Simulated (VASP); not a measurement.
# AlIn (P6/mmm) in VASP: notebook

Aim: see how the results for AlIn move with the level of theory and the settings. Levels: HSE06, PBEsol-based screened hybrid with 25 % exact exchange. Tasks: single point.

Program: VASP 6.6.1. These are calculated values, not measurements. Logs are shortened: lines on timing, memory, paths and dates and some standing lists are left out, and cuts for length are marked.

## Step 1: The cell of the first run

The structure is hexagonal, space group P6/mmm (No. 191). The conventional cell has a = 3.054 Å, b = 3.054 Å, c = 5.828 Å, α = 90.00°, β = 90.00°, γ = 120.00°. Al (site symmetry 6/mmm) has 2 In at 2.91 Å and 6 Al at 3.05 Å within 3.8 Å. Within 3.8 Å of In (site symmetry 6/mmm) lie 2 Al at 2.91 Å and 6 In at 3.05 Å.

## Step 2: Single point, HSE06

File POSCAR:

```
AlIn
1.0
    3.0541300000      0.0000000000      0.0000000000
   -1.5270700000      2.6449600000      0.0000000000
    0.0000000000      0.0000000000      5.8280200000
Al In
1 1
Direct
    0.0000000000      0.0000000000      0.0000000000
    0.0000000000      0.0000000000      0.5000000000
```

File INCAR.step1:

```
SYSTEM = AlIn
ALGO = Normal
EDIFF = 1E-5
ENCUT = 520
GGA = PE
ISIF = 2
ISMEAR = -1
LASPH = .TRUE.
LCHARG = .FALSE.
LREAL = .FALSE.
LWAVE = .TRUE.
NBANDS = 15
NELM = 60
PREC = Accurate
SIGMA = 0.05
```

File INCAR.step2:

```
SYSTEM = AlIn
ALGO = Normal
EDIFF = 1E-6
ENCUT = 520
GGA = PE
HFSCREEN = 0.2079
ISIF = 2
ISMEAR = -1
ISTART = 1
LASPH = .TRUE.
LCHARG = .FALSE.
LHFCALC = .TRUE.
LREAL = .FALSE.
LWAVE = .FALSE.
NBANDS = 15
NELM = 60
PREC = Accurate
PRECFOCK = Normal
SIGMA = 0.05
```

File KPOINTS:

```
k-points
0
G
  5 5 3
  0 0 0
```

Potentials or basis: VASP PAW PBE potentials, release 64 (Al, In_d).

The run is started by

```sh
> cat potpaw_PBE.64/Al/POTCAR potpaw_PBE.64/In_d/POTCAR > POTCAR
> cp INCAR.step1 INCAR
> mpirun -np 1 vasp_std > vasp.out
> cp INCAR.step2 INCAR
> mpirun -np 1 vasp_std > vasp.out
```

OUTCAR:

```text
SYSTEM = AlIn
   EDIFF = 1E-6
   ENCUT = 520
   GGA = PE
   HFSCREEN = 0.2079
   ISIF = 2
   ISMEAR = -1
   ISTART = 1
   LASPH = .TRUE.
   LHFCALC = .TRUE.
   LREAL = .FALSE.
   NELM = 60
   PREC = Accurate
   PRECFOCK = Normal

 ion  position               nearest neighbor table
   1  0.000  0.000  0.000-   2 2.91   2 2.91
   2  0.000  0.000  0.500-   1 2.91   1 2.91

  LATTYP: Found a hexagonal cell.
 ALAT       =     3.0541300000
 C/A-ratio  =     1.9082422818

  Lattice vectors:

 A1 = (   3.0541300000,   0.0000000000,   0.0000000000)
 A2 = (  -1.5270700000,   2.6449600000,   0.0000000000)
 A3 = (   0.0000000000,   0.0000000000,   5.8280200000)

Analysis of symmetry for initial positions (statically):
=====================================================================
 Subroutine PRICEL returns:
 Original cell was already a primitive cell.

 Routine SETGRP: Setting up the symmetry group for a
 hexagonal supercell.

 Subroutine GETGRP returns: Found 24 space group operations
 (whereof 24 operations were pure point group operations)
 out of a pool of 24 trial point group operations.

The static configuration has the point symmetry D_6h.

Analysis of symmetry for dynamics (positions and initial velocities):
=====================================================================
 Subroutine PRICEL returns:
 Original cell was already a primitive cell.

 Routine SETGRP: Setting up the symmetry group for a
 hexagonal supercell.

 Subroutine GETGRP returns: Found 24 space group operations
 (whereof 24 operations were pure point group operations)
 out of a pool of 24 trial point group operations.

The dynamic configuration has the point symmetry D_6h.

 Subroutine INISYM returns: Found 24 space group operations
 (whereof 24 operations are pure point group operations),
 and found     1 'primitive' translations

----------------------------------------------------------------------------------------

                                     Primitive cell

  volume of cell :      47.0790

  direct lattice vectors                    reciprocal lattice vectors
     3.054130000  0.000000000  0.000000000     0.327425486  0.189039395  0.000000000
    -1.527070000  2.644960000  0.000000000     0.000000000  0.378077551  0.000000000
     0.000000000  0.000000000  5.828020000     0.000000000  0.000000000  0.171584861

  length of vectors
[... 84 lines left out ...]
   IALGO  =     38    algorithm
   IMIX   =      1    mixing-type and parameters
     AMIX     =   0.40;   BMIX     =  1.00
     AMIX_MAG =   1.60;   BMIX_MAG =  1.00
  volume/ion in A,a.u.               =      23.54       158.85
  Fermi-wavevector in a.u.,A,eV,Ry     =   1.142455  2.158926 17.758357  1.305202
  Thomas-Fermi vector in A             =   2.279152
   LORBIT       =      0    0 simple, 1 ext, 2 COOP (PROOUT), +10 PAW based schemes
   GGA     = PE    functional components
   LHFCALC =     T    Hartree Fock is set to
   PRECFOCK=normal    Normal, Fast or Accurate (Low or Medium for compatibility)
   ENCUT4O =  -1.0   cutoff for four orbital integrals eV
   NKREDX  =     1    reduce k-point grid by
   NKREDY  =     1    reduce k-point grid by
   NKREDZ  =     1    reduce k-point grid by
   AEXX    =    0.2500 exact exchange contribution
   HFSCREEN=    0.2079 screening length (either q_TF or 0.3 A-1)
   HFSCREENC=   0.2079 screening length for correlation (either q_TF or 0.3 A-1)
   ENCUTFOCK=  -1.0 apply spherical cutoff to Coloumb kernel
   IVDW    =     0    specifies the selected vdW correction
   LEPSILON=     F    determine dielectric tensor
   LRPA    =     F    only Hartree local field effects (RPA)
 non-spin polarized calculation
  energy-cutoff  :      520.00
  volume of cell :       47.08
 maximum number of plane-waves:      1281
 NGX is ok and might be reduce to    24
  NGX = 18; NGY = 18; NGZ = 36

 number of electron      15.9999997 magnetization

 Free energy of the ion-electron system (eV)
  ---------------------------------------------------
  ext. energy  EPLUGINS =         0.00000000
  ---------------------------------------------------
  free energy    TOTEN  =        -6.64928661 eV

  energy without entropy =       -6.64874579  energy(sigma->0) =       -6.64901620

 E-fermi :   6.4892     XC(G=0):  -8.1588

 val. band max:        6.1870087209   @ k =   0.2000   0.0000   0.3333
 cond. band min:       6.7773119967   @ k =   0.4000   0.2000   0.0000
 fundamental gap:      0.5903032758
 Fermi energy:         6.4891700676

 k-point     1 :       0.0000    0.0000    0.0000
  band No.  band energies     occupation
      1     -10.4156      2.00000
      2     -10.2761      2.00000
      3     -10.2761      2.00000
      4      -9.8666      2.00000
      5      -9.8666      2.00000
      6      -4.3712      2.00000
      7       0.1510      2.00000
      8       1.9593      2.00000
      9      14.7590      0.00000
     10      16.5157      0.00000
     11      17.5879      0.00000
     12      17.5880      0.00000
     13      19.3463      0.00000
     14      19.3464      0.00000
[... 149 lines left out ...]
      2     -10.1874      2.00000
      3     -10.0253      2.00000
      4      -9.9258      2.00000
      5      -9.8703      2.00000
      6       2.9917      2.00000
      7       3.9116      2.00000
      8       4.6447      2.00000
      9       5.4360      2.00000
     10       8.4497      0.00000
     11       9.8705      0.00000
     12      11.7571      0.00000
     13      13.0274      0.00000
     14      16.0190      0.00000
     15      16.7962      0.00000

------------------------ aborting loop because EDIFF is reached ----------------------------------------

  FORCE on cell =-STRESS in cart. coord.  units (eV):
  Direction    XX          YY          ZZ          XY          YZ          ZX
  --------------------------------------------------------------------------------------
  -------------------------------------------------------------------------------------
  Total       -1.0994009     -1.0994057      0.2106521      0.0000021      0.0000000      0.0000000
  in kB      -37.4144184    -37.4145834      7.1688361      0.0000707      0.0000000      0.0000000
  external PRESSURE =     -22.5533886 kB  Pullay stress =       0.0000000 kB

 VOLUME and BASIS-vectors are now :
 -----------------------------------------------------------------------------
  energy-cutoff  :      520.00
  volume of cell :       47.08
      direct lattice vectors                 reciprocal lattice vectors
     3.054130000  0.000000000  0.000000000     0.327425486  0.189039395  0.000000000
    -1.527070000  2.644960000  0.000000000     0.000000000  0.378077551  0.000000000
     0.000000000  0.000000000  5.828020000     0.000000000  0.000000000  0.171584861

 POSITION                                       TOTAL-FORCE (eV/Angst)
 -----------------------------------------------------------------------------------
      0.00000      0.00000      0.00000        -0.000000      0.000000      0.000000
      0.00000      0.00000      2.91401         0.000000      0.000000      0.000000
 -----------------------------------------------------------------------------------
    total drift:                               -0.000017     -0.000014     -0.000004

  FREE ENERGIE OF THE ION-ELECTRON SYSTEM (eV)
  ---------------------------------------------------
  free  energy   TOTEN  =        -6.6492866135 eV

  energy  without entropy=       -6.6487457922  energy(sigma->0) =       -6.64901620
```

OUTCAR.step1:

```text
SYSTEM = AlIn
   EDIFF = 1E-5
   ENCUT = 520
   GGA = PE
   ISIF = 2
   ISMEAR = -1
   LASPH = .TRUE.
[... 385 lines left out ...]
      0.00000      0.00000      0.00000         0.000000      0.000000      0.000000
      0.00000      0.00000      2.91401        -0.000000      0.000000      0.000000
 -----------------------------------------------------------------------------------
    total drift:                               -0.000000      0.000000      0.000000

  FREE ENERGIE OF THE ION-ELECTRON SYSTEM (eV)
  ---------------------------------------------------
  free  energy   TOTEN  =        -5.9298882543 eV

  energy  without entropy=       -5.9278769523  energy(sigma->0) =       -5.92888260
```

OSZICAR.step1:

```text
N       E                     dE             d eps       ncg     rms          rms(c)
DAV:   1     0.858157506219E+02    0.85816E+02   -0.71972E+03   300   0.115E+03
DAV:   2    -0.162551610864E+01   -0.87441E+02   -0.84271E+02   321   0.268E+02
DAV:   3    -0.588314081438E+01   -0.42576E+01   -0.42405E+01   398   0.579E+01
DAV:   4    -0.599506278246E+01   -0.11192E+00   -0.11190E+00   380   0.980E+00
DAV:   5    -0.600136081560E+01   -0.62980E-02   -0.62980E-02   468   0.189E+00    0.323E+00
DAV:   6    -0.594254752422E+01    0.58813E-01   -0.94007E-02   384   0.537E+00    0.171E+00
DAV:   7    -0.593125489187E+01    0.11293E-01   -0.23490E-02   384   0.195E+00    0.359E-01
DAV:   8    -0.593007802195E+01    0.11769E-02   -0.11724E-03   391   0.331E-01    0.163E-01
DAV:   9    -0.592989256560E+01    0.18546E-03   -0.36553E-04   328   0.193E-01    0.259E-02
DAV:  10    -0.592988825429E+01    0.43113E-05   -0.19851E-05   361   0.456E-02
   1 F= -.59298883E+01 E0= -.59288826E+01  d E =-.201130E-02
```

Run time: 8.8 min. Hardware: 1 thread of AMD EPYC 7R43 (Zen 3), shared host; peak memory 0.24 GiB.

Results:

* Free energy: -6.6493 eV
* Pressure: -2.3 GPa
* Band gap on the k mesh: zero (bands 8 and 9 overlap by 2.36 eV)

Levels at points of the mesh, in eV from the Fermi level:
```csv
k point,band 4,band 5,band 6,band 7,band 8,band 9,band 10,band 11,band 12,band 13
"(0.00, 0.00, 0.00)",-16.36,-16.36,-10.86,-6.34,-4.53,8.27,10.03,11.10,11.10,12.86
```

Caveat: the k points lie up to 0.48 Å⁻¹ apart, too coarse for converged energies and pressures of a metal; the PAW data sets were made with another functional, which shifts forces and pressure a little; spin-orbit coupling is left out, which moves the levels of the heavy elements.

## Step 3: Single point, PBEsol-based screened hybrid with 25 % exact exchange

POSCAR is that of step 2.

File INCAR.step1:

```
SYSTEM = AlIn
PREC     = Accurate       ! precision mode
ENCUT    = 520            ! plane-wave cutoff, eV
EDIFF    = 1E-5           ! SCF threshold, eV
ISMEAR   = -1             ! smearing method
SIGMA    = 0.05           ! smearing width, eV
LREAL    = .FALSE.        ! projectors in reciprocal space
LASPH    = .TRUE.         ! aspherical terms in the spheres
NELM     = 60             ! most SCF steps
ALGO     = Normal         ! electronic algorithm
ISIF     = 2              ! what is computed and relaxed
LWAVE    = .TRUE.         ! write WAVECAR
LCHARG   = .FALSE.        ! write CHGCAR
NBANDS   = 15             ! bands
GGA      = PE             ! functional
```

File INCAR.step2:

```
SYSTEM = AlIn
PREC     = Accurate       ! precision mode
ENCUT    = 520            ! plane-wave cutoff, eV
EDIFF    = 1E-7           ! SCF threshold, eV
ISMEAR   = -1             ! smearing method
SIGMA    = 0.05           ! smearing width, eV
LREAL    = .FALSE.        ! projectors in reciprocal space
LASPH    = .TRUE.         ! aspherical terms in the spheres
NELM     = 60             ! most SCF steps
ALGO     = Normal         ! electronic algorithm
ISIF     = 2              ! what is computed and relaxed
LWAVE    = .FALSE.        ! write WAVECAR
LCHARG   = .FALSE.        ! write CHGCAR
GGA      = PS             ! functional
LHFCALC  = .TRUE.         ! exact exchange
AEXX     = 0.25           ! exact-exchange fraction
HFSCREEN = 0.207          ! screening, 1/A
PRECFOCK = Normal       
NBANDS   = 15             ! bands
ISTART   = 1
```

File KPOINTS:

```
Automatic mesh
0
G
  5 5 3
  0 0 0
```

Potentials or basis: VASP PAW PBE potentials, release 64 (Al, In_d).

The run is started by

```sh
> cat potpaw_PBE.64/Al/POTCAR potpaw_PBE.64/In_d/POTCAR > POTCAR
> cp INCAR.step1 INCAR
> mpirun -np 1 vasp_std > vasp.out
> cp INCAR.step2 INCAR
> mpirun -np 1 vasp_std > vasp.out
```

It took 14 min on 1 thread of Intel Xeon 8259CL, shared host; peak memory 0.28 GiB.

Results (log left out):

```
Free energy            : -7.1646 eV
Pressure               : -3.8 GPa
Band gap on the k mesh : zero (bands 8 and 9 overlap by 2.36 eV)
```

Stress tensor (GPa, compression positive):
```
-5.29  0.00  0.00
 0.00 -5.29  0.00
 0.00  0.00 -0.73
```

Levels at points of the mesh, in eV from the Fermi level:
```tsv
k point	band 6	band 7	band 8	band 9	band 10	band 11
(0.00, 0.00, 0.00)	-10.87	-6.34	-4.53	8.26	10.05	11.09
```

Caveat: the k points lie up to 0.48 Å⁻¹ apart, too coarse for converged energies and pressures of a metal; the PAW data sets were made with another functional, which shifts forces and pressure a little; spin-orbit coupling is left out, which moves the levels of the heavy elements.
